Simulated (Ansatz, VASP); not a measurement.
# One calculation of HfO2, two programs

```
CELL_PARAMETERS angstrom
3.60430 0.00000 0.00000
0.00000 3.60430 0.00000
0.00000 0.00000 5.13237
ATOMIC_POSITIONS crystal
Hf 0.50000 0.50000 0.50000
Hf 0.00000 0.00000 0.00000
O 0.00000 0.50000 0.69325
O 0.50000 0.00000 0.80675
O 0.50000 0.00000 0.30675
O 0.00000 0.50000 0.19325
```

Change from the starting cell: strain +0.000 along x and y, -0.025 along z, atoms carried along.

Alike in both runs: task single point; functional PBE; k mesh 6 × 6 × 4; occupations gaussian, width 0.05 eV; no spin polarisation.

|  | VASP | Ansatz |
| --- | --- | --- |
| version | VASP 6.6.1 | Ansatz 0.2.0 |
| potentials or method | VASP PAW PBE potentials, release 64 (Hf_pv, O), cutoff 520 eV | scalar-relativistic, plane waves, PAW |
| valence electrons in the cell | 44 | 76 |

```tsv
	VASP	Ansatz	Ansatz less VASP
gap on the k mesh at the Fermi level (eV)	4.47	4.51	+0.040
least direct gap on the mesh (eV)	4.55	4.58	+0.033
pressure (GPa)	2.4	5.7	+3.33
traceless stress, the component that is largest in VASP (GPa)	5.29	5.07	-0.220
rms of the force components (eV/Å)	0.083	0.103	+0.0206
```

Atom by atom the forces differ by 0.021 eV/Å (rms over components). VASP's potentials hold 44 valence electrons a cell and Ansatz's 76, so a difference there can come from the potentials and not from the codes.

Spin-orbit coupling is off throughout.
